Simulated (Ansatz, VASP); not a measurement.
**One calculation of Li2S, two programs**

```
Li S
1.0
     0.00000    2.85400    2.85400
     2.85400    0.00000    2.85400
     2.85400    2.85400    0.00000
Li S
2 1
Direct
  0.25000 0.25000 0.25000
  0.75000 0.75000 0.75000
  0.00000 0.00000 0.00000
```

Alike in both runs: task single point; functional PBE0; k mesh 4 × 4 × 4; occupations gaussian, width 0.05 eV; no spin polarisation.

```csv
,VASP,Ansatz
version,VASP 6.6.1,Ansatz 0.2.0
potentials or method,"VASP PAW PBE potentials, release 64 (Li_sv, S), cutoff 650 eV","scalar-relativistic, plane waves, PAW"
valence electrons in the cell,12,12
```

VASP gave:

```
gap on the k mesh at the Fermi level (eV) : 5.06
least direct gap on the mesh (eV)         : 6.02
pressure (GPa)                            : -1.0
```

Problem. Which values does Ansatz return?

Solution. gap on the k mesh at the Fermi level (eV): 5.04; least direct gap on the mesh (eV): 5.99; pressure (GPa): -0.7.

The functional is the same, so the differences come from potentials, cutoffs and numerics. Ansatz's warnings: stress exchange threshold loose, stress scf threshold loose.

The k mesh is coarse, so the values compare programs but aren't converged.
